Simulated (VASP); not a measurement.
# CdS in VASP: further runs

The runs below take CdS through single point, with PBEsol.

Everything below comes from runs of VASP 6.6.1. Logs are shortened: lines on timing, memory, paths and dates and some standing lists are left out, and cuts for length are marked.

### 1 The cell of the first run

Symmetry: P6_3mc, No. 186, hexagonal system. Conventional cell: a = 4.125 Å, b = 4.125 Å, c = 6.709 Å, α = 90.00°, β = 90.00°, γ = 120.00°. Cd (site symmetry 3m) has 3 S at 2.38 Å within 3.1 Å. Within 3.1 Å of S (site symmetry 3m) lie 3 Cd at 2.38 Å.

### 2 Single point, PBEsol (atoms displaced along a vibrational mode)

The input, INCAR:

```
SYSTEM = CdS
  PREC = Accurate
  ENCUT = 520
  EDIFF = 1E-7
  ISMEAR = 0
  SIGMA = 0.01
  LREAL = .FALSE.
  LASPH = .TRUE.
  NELM = 80
  ALGO = Normal
  ISIF = 2
  LWAVE = .FALSE.
  LCHARG = .FALSE.
  GGA = PS
  NBANDS = 26
```

The input, KPOINTS:

```
Automatic mesh
0
G
  9 9 4
  0 0 0
```

The input, POSCAR:

```
CdS
1.0
    4.1245340297      0.0000000000      0.0000000000
   -2.0622670149      3.5719512485      0.0000000000
    0.0000000000      0.0000000000      6.7092066191
Cd S
2 2
Direct
    0.3333333333      0.6666666667     -0.0553321361
    0.6666666667      0.3333333333      0.4446678639
    0.3333333333      0.6666666667      0.4323321361
    0.6666666667      0.3333333333      0.9323321361
```

Potentials or basis: VASP PAW PBE potentials, release 64 (Cd, S).

Started as:

```sh
$ cat potpaw_PBE.64/Cd/POTCAR potpaw_PBE.64/S/POTCAR > POTCAR
$ mpirun -np 1 vasp_std > vasp.out
```

OUTCAR:

```text
SYSTEM = CdS
   PREC = Accurate
   ENCUT = 520
   EDIFF = 1E-7
   ISMEAR = 0
   LREAL = .FALSE.
   LASPH = .TRUE.
   NELM = 80
   ISIF = 2
   GGA = PS

 ion  position               nearest neighbor table
   1  0.333  0.667  0.945-   4 2.38   4 2.38   4 2.38   3 3.27
   2  0.667  0.333  0.445-   3 2.38   3 2.38   3 2.38   4 3.27
   3  0.333  0.667  0.432-   2 2.38   2 2.38   2 2.38   1 3.27
   4  0.667  0.333  0.932-   1 2.38   1 2.38   1 2.38   2 3.27

  LATTYP: Found a hexagonal cell.
 ALAT       =     4.1245340297
 C/A-ratio  =     1.6266580833

  Lattice vectors:

 A1 = (   4.1245340297,   0.0000000000,   0.0000000000)
 A2 = (  -2.0622670149,   3.5719512485,   0.0000000000)
 A3 = (   0.0000000000,   0.0000000000,   6.7092066191)

Analysis of symmetry for initial positions (statically):
=====================================================================
 Subroutine PRICEL returns:
 Original cell was already a primitive cell.

 Routine SETGRP: Setting up the symmetry group for a
 hexagonal supercell.

 Subroutine GETGRP returns: Found 12 space group operations
 (whereof  6 operations were pure point group operations)
 out of a pool of 24 trial point group operations.

The static configuration has the point symmetry C_3v.
 The point group associated with its full space group is C_6v.

Analysis of symmetry for dynamics (positions and initial velocities):
=====================================================================
 Subroutine PRICEL returns:
 Original cell was already a primitive cell.

 Routine SETGRP: Setting up the symmetry group for a
 hexagonal supercell.

 Subroutine GETGRP returns: Found 12 space group operations
 (whereof  6 operations were pure point group operations)
 out of a pool of 24 trial point group operations.

The dynamic configuration has the point symmetry C_3v.
 The point group associated with its full space group is C_6v.

 Subroutine INISYM returns: Found 12 space group operations
 (whereof  6 operations are pure point group operations),
 and found     1 'primitive' translations

----------------------------------------------------------------------------------------

                                     Primitive cell

  volume of cell :      98.8443

  direct lattice vectors                    reciprocal lattice vectors
     4.124534030  0.000000000  0.000000000     0.242451630  0.139979514  0.000000000
    -2.062267015  3.571951249  0.000000000     0.000000000  0.279959028  0.000000000
     0.000000000  0.000000000  6.709206619     0.000000000  0.000000000  0.149048920

  length of vectors
     4.124534030  4.124534030  6.709206619     0.279959028  0.279959028  0.149048920

  position of ions in fractional coordinates (direct lattice)
     0.333333333  0.666666667  0.944667864
     0.666666667  0.333333333  0.444667864
     0.333333333  0.666666667  0.432332136
     0.666666667  0.333333333  0.932332136

  ion indices of the primitive-cell ions
   primitive index   ion index
                 1           1
                 2           2
                 3           3
                 4           4

----------------------------------------------------------------------------------------

 KPOINTS: Automatic mesh

Automatic generation of k-mesh.
 Grid dimensions read from file:
 generate k-points for:    9    9    4

 Generating k-lattice:

  Cartesian coordinates                     Fractional coordinates (reciprocal lattice)
     0.026939070  0.015553279  0.000000000     0.111111111  0.000000000  0.000000000
     0.000000000  0.031106559  0.000000000     0.000000000  0.111111111  0.000000000
     0.000000000  0.000000000  0.037262230     0.000000000  0.000000000  0.250000000

  Length of vectors
     0.031106559  0.031106559  0.037262230

  Shift w.r.t. Gamma in fractional coordinates (k-lattice)
     0.000000000  0.000000000  0.000000000

 Subroutine IBZKPT returns following result:
 ===========================================

 Found     36 irreducible k-points:

 Following reciprocal coordinates:
            Coordinates               Weight
  0.000000  0.000000  0.000000      1.000000
  0.111111  0.000000  0.000000      6.000000
  0.222222  0.000000  0.000000      6.000000
  0.333333  0.000000  0.000000      6.000000
  0.444444  0.000000  0.000000      6.000000
  0.111111  0.111111  0.000000      6.000000
[... 16 lines left out ...]
  0.333333  0.222222  0.250000     24.000000
  0.333333  0.333333  0.250000      4.000000
 [... further k-points ...]
   k-points           NKPTS =     36   k-points in BZ     NKDIM =     36   number of bands    NBANDS=     26
   number of dos      NEDOS =    301   number of ions     NIONS =      4
   total plane-waves  NPLWV =  51200
   dimension x,y,z NGX =    32 NGY =   32 NGZ =   50
   dimension x,y,z NGXF=    64 NGYF=   64 NGZF=  100
   ions per type =               2   2
   NGX,Y,Z   is equivalent  to a cutoff of  12.90, 12.90, 12.39 a.u.
   NGXF,Y,Z  is equivalent  to a cutoff of  25.80, 25.80, 24.78 a.u.
 SYSTEM =  CdS
   PREC   = accura    normal or accurate (medium, high low for compatibility)
   ISTART =      0    job   : 0-new  1-cont  2-samecut
   ICHARG =      2    charge: 1-file 2-atom 10-const
   ISPIN  =      1    spin polarized calculation?
   LNONCOLLINEAR =      F non collinear calculations
   LSORBIT =      F    spin-orbit coupling
   LASPH  =      T    aspherical Exc in radial PAW
   ENCUT  =  520.0 eV  38.22 Ry    6.18 a.u.   7.67  7.67 12.47*2*pi/ulx,y,z
   NELM   =     80;   NELMIN=  2; NELMDL= -5     # of ELM steps
   EDIFF  = 0.1E-06   stopping-criterion for ELM
   LREAL  =      F    real-space projection
   EDIFFG = 0.1E-05   stopping-criterion for IOM
   NSW    =      0    number of steps for IOM
   IBRION =     -1    ionic relax: 0-MD 1-quasi-New 2-CG
   NFREE  =      0    steps in history (QN), initial steepest desc. (CG)
   ISIF   =      2    stress and relaxation
   ISYM   =      2    0-nonsym 1-usesym 2-fastsym
   POTIM  = 0.5000    time-step for ionic-motion
   TEBEG  =    0.0;   TEEND  =   0.0 temperature during run
   PSTRESS=    0.0 pullay stress
   NELECT =      36.0000    total number of electrons
   NUPDOWN=      -1.0000    fix difference up-down
   EMIN   =  10.00;   EMAX   =-10.00  energy-range for DOS
   EFERMI =   0.00;   METHOD = LEGACY
   ISMEAR =     0;   SIGMA  =   0.01  broadening in eV -4-tet -1-fermi 0-gaus
   EFERMI_NEDOS =   21; number of points for ismear=-14 and -15
   IALGO  =     38    algorithm
   IMIX   =      4    mixing-type and parameters
     AMIX     =   0.40;   BMIX     =  1.00
     AMIX_MAG =   1.60;   BMIX_MAG =  1.00
  volume/ion in A,a.u.               =      24.71       166.76
  Fermi-wavevector in a.u.,A,eV,Ry     =   1.169118  2.209313 18.596956  1.366838
  Thomas-Fermi vector in A             =   2.305596
   LORBIT       =      0    0 simple, 1 ext, 2 COOP (PROOUT), +10 PAW based schemes
   GGA     = PS    functional components
   LHFCALC =     F    Hartree Fock is set to
   AEXX    =    0.0000 exact exchange contribution
   IVDW    =     0    specifies the selected vdW correction
   LEPSILON=     F    determine dielectric tensor
   LRPA    =     F    only Hartree local field effects (RPA)
 non-spin polarized calculation
 Gauss-broadening in eV      SIGMA  =   0.01
  energy-cutoff  :      520.00
  volume of cell :       98.84
 maximum number of plane-waves:      2695
 NGX is ok and might be reduce to    32
   NGX = 15   NGY = 15   NGZ = 25

 number of electron      35.9999999 magnetization

 Free energy of the ion-electron system (eV)
  ---------------------------------------------------
  ext. energy  EPLUGINS =         0.00000000
  ---------------------------------------------------
  free energy    TOTEN  =       -12.87379973 eV

  energy without entropy =      -12.87379973  energy(sigma->0) =      -12.87379973

 E-fermi :   1.2697     XC(G=0):  -9.3641

 val. band max:        1.1972179011   @ k =   0.0000   0.0000   0.0000
 cond. band min:       2.5605570362   @ k =   0.0000   0.0000   0.0000
 fundamental gap:      1.3633391351
 Fermi energy:         1.2696796533

 k-point     1 :       0.0000    0.0000    0.0000
  band No.  band energies     occupation
      1     -11.4056      2.00000
      2     -11.0479      2.00000
      3      -6.9325      2.00000
      4      -6.9325      2.00000
      5      -6.9279      2.00000
      6      -6.9279      2.00000
[... 18 lines left out ...]
     25       8.8004      0.00000
     26       9.7647      0.00000

 k-point     2 :       0.1111    0.0000    0.0000
  band No.  band energies     occupation
      1     -11.3497      2.00000
      2     -11.0091      2.00000
      3      -6.9073      2.00000
      4      -6.9057      2.00000
      5      -6.8913      2.00000
      6      -6.8853      2.00000
[... 18 lines left out ...]
     25       8.7069      0.00000
     26       9.1086      0.00000

 k-point     3 :       0.2222    0.0000    0.0000
  band No.  band energies     occupation
      1     -11.2031      2.00000
      2     -10.9134      2.00000
      3      -6.8243      2.00000
      4      -6.8131      2.00000
      5      -6.7820      2.00000
      6      -6.7726      2.00000
[... 18 lines left out ...]
     25       9.0148      0.00000
     26       9.6860      0.00000

 k-point     4 :       0.3333    0.0000    0.0000
  band No.  band energies     occupation
      1     -11.0249      2.00000
      2     -10.8133      2.00000
      3      -6.6605      2.00000
      4      -6.6487      2.00000
      5      -6.6369      2.00000
      6      -6.6340      2.00000
[... 18 lines left out ...]
     25      10.0394      0.00000
     26      10.5674      0.00000

 k-point     5 :       0.4444    0.0000    0.0000
  band No.  band energies     occupation
      1     -10.8955      2.00000
      2     -10.7607      2.00000
      3      -6.5557      2.00000
      4      -6.5363      2.00000
      5      -6.4998      2.00000
      6      -6.4439      2.00000
[... 18 lines left out ...]
     25       9.8923      0.00000
     26      10.8238      0.00000

 k-point     6 :       0.1111    0.1111    0.0000
  band No.  band energies     occupation
      1     -11.2483      2.00000
      2     -10.9418      2.00000
      3      -6.8647      2.00000
      4      -6.8572      2.00000
      5      -6.8053      2.00000
      6      -6.7971      2.00000
[... 427 lines left out ...]
 k-point    21 :       0.4444    0.1111    0.2500
  band No.  band energies     occupation
      1     -10.8369      2.00000
      2     -10.7616      2.00000
      3      -6.5548      2.00000
      4      -6.5504      2.00000
      5      -6.4600      2.00000
      6      -6.4339      2.00000
[... 18 lines left out ...]
     25       9.9657      0.00000
     26      11.3249      0.00000

 k-point    22 :       0.2222    0.2222    0.2500
  band No.  band energies     occupation
      1     -10.9122      2.00000
      2     -10.7951      2.00000
      3      -6.6779      2.00000
      4      -6.6646      2.00000
      5      -6.4988      2.00000
      6      -6.4969      2.00000
[... 18 lines left out ...]
     25       8.9604      0.00000
     26      10.6471      0.00000

 k-point    23 :       0.3333    0.2222    0.2500
  band No.  band energies     occupation
      1     -10.8133      2.00000
      2     -10.7541      2.00000
      3      -6.5741      2.00000
      4      -6.5628      2.00000
      5      -6.4547      2.00000
      6      -6.4454      2.00000
[... 18 lines left out ...]
     25       9.6369      0.00000
     26      10.7811      0.00000

 k-point    24 :       0.3333    0.3333    0.2500
  band No.  band energies     occupation
      1     -10.7596      2.00000
      2     -10.7596      2.00000
      3      -6.5028      2.00000
      4      -6.4951      2.00000
      5      -6.4951      2.00000
      6      -6.4855      2.00000
[... 18 lines left out ...]
     25      10.4601      0.00000
     26      10.4602      0.00000

 [... further k-points ...]

------------------------ aborting loop because EDIFF is reached ----------------------------------------

  FORCE on cell =-STRESS in cart. coord.  units (eV):
  Direction    XX          YY          ZZ          XY          YZ          ZX
  --------------------------------------------------------------------------------------
  -------------------------------------------------------------------------------------
  Total        4.9251711      4.9251711     -1.7174191     -0.0000000      0.0000000     -0.0000000
  in kB       79.8326098     79.8326098    -27.8378249     -0.0000000      0.0000000     -0.0000000
  external PRESSURE =      43.9424649 kB  Pullay stress =       0.0000000 kB

 VOLUME and BASIS-vectors are now :
 -----------------------------------------------------------------------------
  energy-cutoff  :      520.00
  volume of cell :       98.84
      direct lattice vectors                 reciprocal lattice vectors
     4.124534030  0.000000000  0.000000000     0.242451630  0.139979514  0.000000000
    -2.062267015  3.571951249  0.000000000     0.000000000  0.279959028  0.000000000
     0.000000000  0.000000000  6.709206619     0.000000000  0.000000000  0.149048920

 POSITION                                       TOTAL-FORCE (eV/Angst)
 -----------------------------------------------------------------------------------
     -0.00000      2.38130      6.33797         0.000000     -0.000000      0.184613
      2.06227      1.19065      2.98337        -0.000000      0.000000      0.184613
     -0.00000      2.38130      2.90061        -0.000000      0.000000     -0.184613
      2.06227      1.19065      6.25521         0.000000     -0.000000     -0.184613
 -----------------------------------------------------------------------------------
    total drift:                                0.000000      0.000000      0.000268

  FREE ENERGIE OF THE ION-ELECTRON SYSTEM (eV)
  ---------------------------------------------------
  free  energy   TOTEN  =       -12.8737997282 eV

  energy  without entropy=      -12.8737997282  energy(sigma->0) =      -12.87379973
```

It took 79 s on 1 thread of Intel Xeon 8259CL, shared host; peak memory 0.25 GiB.

What came out:

| Quantity | Value |
| --- | --- |
| Free energy | -12.8738 eV |
| Pressure | 4.4 GPa |
| Largest force | 0.185 eV/Å |
| Band gap on the k mesh | 1.36 eV |

Forces on the atoms (eV/Å):
```
Cd   0.000  0.000  0.185
Cd   0.000  0.000  0.185
S    0.000  0.000 -0.185
S    0.000  0.000 -0.185
```

Stress tensor (GPa, compression positive):
```
 7.98  0.00  0.00
 0.00  7.98  0.00
 0.00  0.00 -2.78
```

Caveat: the cell differs from its parent crystal (atoms displaced along a vibrational mode); the cell stands under pressure; the PAW data sets were made with another functional, which shifts forces and pressure a little.

### 3 Single point, PBEsol

The input, INCAR:

```
PREC     = Accurate       # precision mode
ENCUT    = 520            # plane-wave cutoff, eV
EDIFF    = 1E-7           # SCF threshold, eV
ISMEAR   = 0              # smearing method
SIGMA    = 0.01           # smearing width, eV
LREAL    = False          # projectors in reciprocal space
LASPH    = True           # aspherical terms in the spheres
NELM     = 100            # most SCF steps
ALGO     = Normal         # electronic algorithm
ISIF     = 2              # what is computed and relaxed
LWAVE    = False          # write WAVECAR
LCHARG   = False          # write CHGCAR
GGA      = PS             # functional
NBANDS   = 26             # bands
```

The input, KPOINTS:

```
regular mesh
0
Gamma
  9 9 4
```

The input, POSCAR:

```
CdS
1.0
    4.1245340297      0.0000000000      0.0000000000
   -2.0622670149      3.5719512485      0.0000000000
    0.0000000000      0.0000000000      6.7092066191
Cd S
2 2
Direct
    0.3333333333      0.6666666667     -0.0615000000
    0.6666666667      0.3333333333      0.4385000000
    0.3333333333      0.6666666667      0.4385000000
    0.6666666667      0.3333333333      0.9385000000
```

Potentials or basis: VASP PAW PBE potentials, release 64 (Cd, S).

Started as:

```sh
$ cat potpaw_PBE.64/Cd/POTCAR potpaw_PBE.64/S/POTCAR > POTCAR
$ mpirun -np 1 vasp_std > vasp.out
```

Wall time 83 s (1 thread of Intel Xeon 8259CL, shared host); peak memory 0.26 GiB.

The run converged. Its results:

| Property | Result |
| --- | --- |
| Free energy | -12.8584 eV |
| Pressure | 4.5 GPa |
| Band gap on the k mesh | 1.37 eV |

Stress tensor (GPa, compression positive):
```
 8.09  0.00  0.00
 0.00  8.09  0.00
 0.00  0.00 -2.77
```

Levels at points of the mesh, in eV from the valence-band top:
| k point | band 15 | band 16 | band 17 | band 18 | band 19 | band 20 | band 21 | band 22 |
| --- | --- | --- | --- | --- | --- | --- | --- | --- |
| (0.00, 0.00, 0.00) | -0.42 | -0.36 | 0.00 | 0.00 | 1.37 | 2.00 | 6.33 | 6.33 |
| (0.00, 0.00, 0.50) | -0.21 | -0.21 | -0.21 | -0.21 | 2.42 | 2.42 | 6.23 | 6.23 |

Caveat: the cell stands under pressure; the PAW data sets were made with another functional, which shifts forces and pressure a little.
